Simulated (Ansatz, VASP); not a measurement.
Two plane-wave programs on Li2BrCl

```xyz
4
Lattice="1.8761 1.0831 6.1164 -1.8761 1.0831 6.1164 0.0000 -2.1663 6.1164" Properties=species:S:1:pos:R:3 pbc="T T T"
Cl    1.8761    1.0831    6.1164
Br    0.0000    0.0000    9.1746
Li    0.0000    0.0000    4.6673
Li    0.0000    0.0000   13.6819
```

Alike in both runs: task single point; functional r2SCAN; k mesh 6 × 6 × 6; no spin polarisation.

```csv
,VASP,Ansatz
version,VASP 6.6.1,Ansatz 0.2.0
potentials or method,"VASP PAW PBE potentials, release 64 (Cl, Br, Li_sv)","plane waves, PAW"
plane-wave cutoff (eV),520,500
occupations,"gaussian, width 0.01 eV",fixed
valence electrons in the cell,20,20
```

```tsv
	VASP	Ansatz	Ansatz less VASP
gap on the k mesh at the Fermi level (eV)	5.96	5.91	-0.051
rms of the force components (eV/Å)	0.011	0.000	-0.0114
```

VASP's potentials were made for PBE, not for r2SCAN. Atom by atom the forces differ by 0.011 eV/Å (rms over components).

Noted on VASP's run: the cutoff is short for stress, so the pressure is rough.
